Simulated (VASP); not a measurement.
SiO2 (fluorite type), 3 atoms in the cell. Symmetry: Fm-3m, No. 225, cubic system. The conventional cell has a = 4.520 Å, b = 4.520 Å, c = 4.520 Å, α = 90.00°, β = 90.00°, γ = 90.00°. Si (site symmetry m-3m) has 8 O at 1.96 Å within 2.6 Å. Within 2.6 Å of O (site symmetry -43m) lie 4 Si at 1.96 Å and 6 O at 2.26 Å. 

| Property | Result |
| --- | --- |
| Program | VASP 6.6.1 |
| Task | single point |
| Functional | PBE |
| Potentials or basis | VASP PAW PBE potentials, release 64 (Si, O) |
| Cutoff | 600 eV |
| k mesh | 41 × 41 × 41 |
| Occupations | fermi-dirac, width 0.0612256 eV |
| Spin | no spin polarisation |
| Dipole correction | no |
| Further INCAR settings | ALGO = Normal; EDIFF = 1e-06; NBANDS = 15 |

Potentials or basis: VASP PAW PBE potentials, release 64 (Si, O).

Launch:

```bash
$ cat potpaw_PBE.64/Si/POTCAR potpaw_PBE.64/O/POTCAR > POTCAR
$ mpirun -np 1 vasp_std > vasp.out
```

Hardware: 1 thread of Intel(R) Xeon(R) 6975P-C (Granite Rapids) (shared host).

Question: Estimate the wall time of this run.

Answer: Run time: 5.3 min on 1 thread of Intel(R) Xeon(R) 6975P-C (Granite Rapids), with other jobs on the host, peak memory 0.69 GiB. Counts: scf iterations 13, k points 1771.
